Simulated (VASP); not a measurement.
# Cu (Fd-3m) in VASP: a series of runs, part 2 of 2

VASP 6.6.1.

## (3) Single point, LDA (volume scaled by 0.96)

The input, INCAR:

```
SYSTEM = Cu
ALGO     = Normal         ! electronic algorithm
EDIFF    = 1E-6           ! SCF threshold, eV
ENCUT    = 520            ! plane-wave cutoff, eV
GGA      = CA             ! functional
ISIF     = 2              ! what is computed and relaxed
ISMEAR   = -1             ! smearing method
LASPH    = .TRUE.         ! aspherical terms in the spheres
LCHARG   = .FALSE.        ! write CHGCAR
LREAL    = .FALSE.        ! projectors in reciprocal space
LWAVE    = .FALSE.        ! write WAVECAR
NBANDS   = 18             ! bands
NELM     = 100            ! most SCF steps
PREC     = Accurate       ! precision mode
SIGMA    = 0.1            ! smearing width, eV
```

The input, KPOINTS:

```
k-points
0
G
  12 12 12
  0 0 0
```

The input, POSCAR:

```
Cu
1.0
    0.0000000000      2.5396527275      2.5396527275
    2.5396527275      0.0000000000      2.5396527275
    2.5396527275      2.5396527275      0.0000000000
Cu
2
Direct
    0.1250000000      0.1250000000      0.1250000000
    0.8750000000      0.8750000000      0.8750000000
```

Potentials or basis: VASP PAW LDA potentials, release 64 (Cu).

Run with:

```sh
$ cat potpaw_LDA.64/Cu/POTCAR > POTCAR
$ mpirun -np 1 vasp_std > vasp.out
```

OUTCAR:

```text
SYSTEM = Cu
   EDIFF = 1E-6
   ENCUT = 520
   GGA = CA
   ISIF = 2
   ISMEAR = -1
   LASPH = .TRUE.
   LREAL = .FALSE.
   NELM = 100
   PREC = Accurate

 ion  position               nearest neighbor table
   1  0.125  0.125  0.125-   2 2.20   2 2.20   2 2.20   2 2.20
   2  0.875  0.875  0.875-   1 2.20   1 2.20   1 2.20   1 2.20

  LATTYP: Found a face centered cubic cell.
 ALAT       =     5.0793054550

  Lattice vectors:

 A1 = (   0.0000000000,   2.5396527275,   2.5396527275)
 A2 = (   2.5396527275,   0.0000000000,   2.5396527275)
 A3 = (   2.5396527275,   2.5396527275,   0.0000000000)

Analysis of symmetry for initial positions (statically):
=====================================================================
 Subroutine PRICEL returns:
 Original cell was already a primitive cell.

 Routine SETGRP: Setting up the symmetry group for a
 face centered cubic supercell.

 Subroutine GETGRP returns: Found 48 space group operations
 (whereof 12 operations were pure point group operations)
 out of a pool of 48 trial point group operations.

The static configuration has the point symmetry D_3d.
[... 155 lines left out ...]
  ---------------------------------------------------
  ext. energy  EPLUGINS =         0.00000000
  ---------------------------------------------------
  free energy    TOTEN  =        -6.96133141 eV

  energy without entropy =       -6.93637354  energy(sigma->0) =       -6.94885247

 E-fermi :   3.8019     XC(G=0): -11.0186

 val. band max:        3.7964461809   @ k =  -0.4167   0.3333   0.0000
 cond. band min:       3.8385293642   @ k =  -0.3333   0.3333   0.1667
 fundamental gap:      0.0420831833
 Fermi energy:         3.8018557563

 k-point     1 :       0.0000    0.0000    0.0000
  band No.  band energies     occupation
      1      -3.3139      2.00000
      2       0.2801      2.00000
      3       0.2801      2.00000
      4       0.2801      2.00000
      5       0.2867      2.00000
      6       0.2867      2.00000
[... 481 lines left out ...]
      5       0.5431      2.00000
      6       0.7105      2.00000
[... 10 lines left out ...]
     17      18.2440      0.00000
     18      20.4689      0.00000

 [... further k-points ...]
[... 5 lines left out ...]
  --------------------------------------------------------------------------------------
  -------------------------------------------------------------------------------------
  Total        0.7736754      0.7736754      0.7736754      0.0000000      0.0000000      0.0000000
  in kB       37.8369696     37.8369696     37.8369696      0.0000000      0.0000000      0.0000000
  external PRESSURE =      37.8369696 kB  Pullay stress =       0.0000000 kB

 VOLUME and BASIS-vectors are now :
 -----------------------------------------------------------------------------
  energy-cutoff  :      520.00
  volume of cell :       32.76
      direct lattice vectors                 reciprocal lattice vectors
     0.000000000  2.539652728  2.539652728    -0.196877311  0.196877311  0.196877311
     2.539652728  0.000000000  2.539652728     0.196877311 -0.196877311  0.196877311
     2.539652728  2.539652728  0.000000000     0.196877311  0.196877311 -0.196877311

 POSITION                                       TOTAL-FORCE (eV/Angst)
 -----------------------------------------------------------------------------------
      0.63491      0.63491      0.63491        -0.000000     -0.000000     -0.000000
      4.44439      4.44439      4.44439         0.000000      0.000000      0.000000
 -----------------------------------------------------------------------------------
    total drift:                                0.000000      0.000000     -0.000000

  FREE ENERGIE OF THE ION-ELECTRON SYSTEM (eV)
  ---------------------------------------------------
  free  energy   TOTEN  =        -6.9613314055 eV

  energy  without entropy=       -6.9363735351  energy(sigma->0) =       -6.94885247
```

OSZICAR:

```text
N       E                     dE             d eps       ncg     rms          rms(c)
DAV:   1     0.134900184909E+03    0.13490E+03   -0.10335E+04  2634   0.198E+03
DAV:   2    -0.162998572784E+01   -0.13653E+03   -0.12939E+03  2596   0.282E+02
DAV:   3    -0.830420027464E+01   -0.66742E+01   -0.64747E+01  2924   0.898E+01
DAV:   4    -0.839768707563E+01   -0.93487E-01   -0.93420E-01  3006   0.114E+01
DAV:   5    -0.839945622581E+01   -0.17692E-02   -0.17691E-02  3234   0.136E+00    0.105E+01
DAV:   6    -0.797492661411E+01    0.42453E+00   -0.14659E+01  3104   0.975E+01    0.647E+00
DAV:   7    -0.697752620526E+01    0.99740E+00   -0.35252E+00  3086   0.457E+01    0.541E-01
DAV:   8    -0.697073141102E+01    0.67948E-02   -0.81104E-02  3860   0.511E+00    0.810E-01
DAV:   9    -0.696143551239E+01    0.92959E-02   -0.29900E-02  3308   0.415E+00    0.101E-01
DAV:  10    -0.696134594963E+01    0.89563E-04   -0.85290E-04  3782   0.524E-01    0.359E-02
DAV:  11    -0.696133143870E+01    0.14511E-04   -0.62099E-05  3830   0.165E-01    0.404E-03
DAV:  12    -0.696133140554E+01    0.33163E-07   -0.16044E-06  1904   0.120E-02
   1 F= -.69613314E+01 E0= -.69488525E+01  d E =-.249579E-01
```

Run time: 25 s. Hardware: 1 thread of Intel Xeon Platinum 8488C (Sapphire Rapids), shared host; peak memory 0.16 GiB.

Results:

```yaml
Free_energy: -6.9613 eV
Pressure: 3.8 GPa
Band_gap_on_the_k_mesh: zero (band 11 reaches 4.54 eV, above the bottom of band 12 at 3.47 eV)
```

Levels at points of the mesh, in eV from the Fermi level:
| k point | band 7 | band 8 | band 9 | band 10 | band 11 | band 12 | band 13 | band 14 | band 15 | band 16 |
| --- | --- | --- | --- | --- | --- | --- | --- | --- | --- | --- |
| (0.00, 0.00, 0.00) | -2.18 | -2.18 | -2.18 | -1.33 | -1.33 | 10.87 | 10.87 | 10.87 | 11.63 | 11.63 |
| (0.50, 0.00, 0.00) | -1.92 | -1.89 | -1.89 | -1.46 | -1.46 | -0.33 | 7.78 | 7.78 | 12.07 | 12.12 |
| (0.50, 0.50, 0.00) | -2.37 | -2.37 | -1.35 | -1.35 | 0.28 | 0.28 | 3.91 | 3.91 | 8.68 | 8.68 |

Caveat: the cell differs from its parent crystal (volume scaled by 0.96).

## (4) Single point, LDA

This run uses another cell than the first one, of 17.06 Å³/atom, 1.087 times its volume.

The input, INCAR:

```
SYSTEM = Cu
PREC = Accurate ; ENCUT = 520
EDIFF = 1E-6 ; ISMEAR = -1
SIGMA = 0.1 ; LREAL = .False.
LASPH = .True. ; NELM = 100
ALGO = Normal ; ISIF = 2
LWAVE = .False. ; LCHARG = .False.
GGA = CA ; NBANDS = 18
```

The input, KPOINTS:

```
Automatic mesh
0
Gamma
  12 12 12
  0 0 0
```

The input, POSCAR:

```
Cu
1.0
    0.0000000000      2.5744468145      2.5744468145
    2.5744468145      0.0000000000      2.5744468145
    2.5744468145      2.5744468145      0.0000000000
Cu
2
Direct
    0.1250000000      0.1250000000      0.1250000000
    0.8750000000      0.8750000000      0.8750000000
```

Run with:

```sh
$ cat potpaw_LDA.64/Cu/POTCAR > POTCAR
$ mpirun -np 1 vasp_std > vasp.out
```

Run time: 26 s. Hardware: 1 thread of Intel Xeon Platinum 8488C (Sapphire Rapids), shared host; peak memory 0.16 GiB.

The run converged. Its results:

- Free energy: -6.9800 eV
- Pressure: 0.2 GPa
- Band gap on the k mesh: zero (band 11 reaches 4.12 eV, above the bottom of band 12 at 3.07 eV)

Levels at points of the mesh, in eV from the Fermi level:
```tsv
k point	band 9	band 10	band 11	band 12	band 13	band 14
(0.00, 0.00, 0.00)	-2.09	-1.30	-1.30	10.56	10.56	10.56
(0.50, 0.00, 0.00)	-1.78	-1.42	-1.42	-0.35	7.58	7.58
(0.50, 0.50, 0.00)	-1.31	-1.31	0.27	0.27	3.88	3.88
```

## (5) Single point, LDA (volume scaled by 1.04)

The input, INCAR:

```
  ALGO = Normal
  EDIFF = 1E-7
  ENCUT = 520
  ISIF = 2
  ISMEAR = -1
  LASPH = True
  LCHARG = False
  LREAL = False
  LWAVE = False
  NBANDS = 18
  NELM = 60
  PREC = Accurate
  SIGMA = 0.1
```

The input, KPOINTS:

```
k-points
0
Gamma
  12 12 12
```

The input, POSCAR:

```
Cu
1.0
    0.0000000000      2.6083249998      2.6083249998
    2.6083249998      0.0000000000      2.6083249998
    2.6083249998      2.6083249998      0.0000000000
Cu
2
Direct
    0.1250000000      0.1250000000      0.1250000000
    0.8750000000      0.8750000000      0.8750000000
```

Run with:

```sh
$ cat potpaw_LDA.64/Cu/POTCAR > POTCAR
$ mpirun -np 1 vasp_std > vasp.out
```

It took 29 s on 1 thread of Intel Xeon Platinum 8488C (Sapphire Rapids), shared host; peak memory 0.16 GiB.

Results (log left out):

| Property | Result |
| --- | --- |
| Free energy | -6.9719 eV |
| Pressure | -2.5 GPa |
| Band gap on the k mesh | zero (band 11 reaches 3.74 eV, above the bottom of band 12 at 2.71 eV) |

Levels at points of the mesh, in eV from the Fermi level:
| k point | band 7 | band 8 | band 9 | band 10 | band 11 | band 12 | band 13 | band 14 | band 15 | band 16 |
| --- | --- | --- | --- | --- | --- | --- | --- | --- | --- | --- |
| (0.00, 0.00, 0.00) | -2.01 | -2.01 | -2.01 | -1.27 | -1.27 | 10.26 | 10.26 | 10.26 | 11.12 | 11.12 |
| (0.50, 0.00, 0.00) | -1.76 | -1.76 | -1.65 | -1.38 | -1.38 | -0.36 | 7.40 | 7.40 | 11.65 | 11.65 |
| (0.50, 0.50, 0.00) | -2.19 | -2.19 | -1.28 | -1.28 | 0.25 | 0.25 | 3.84 | 3.84 | 8.29 | 8.29 |

Caveat: the cell differs from its parent crystal (volume scaled by 1.04).

## (6) The runs side by side

| cell | gap on the mesh (eV) | pressure (GPa) |
| --- | --- | --- |
| a = 3.541 Å, angles 60.0°, 2 atoms | none | 8.3 |
| a = 3.592 Å, angles 60.0°, 2 atoms | none | 3.8 |
| a = 3.641 Å, angles 60.0°, 2 atoms | none | 0.2 |
| a = 3.689 Å, angles 60.0°, 2 atoms | none | -2.5 |

Alike in all rows: task single point; level LDA; potentials or basis VASP PAW LDA potentials, release 64 (Cu); no spin polarisation; k mesh 12 × 12 × 12; cutoff (eV) 520; smearing fermi-dirac 0.1 eV.

Total energies depend on the potentials used, so only differences within one code and one set of settings carry meaning.
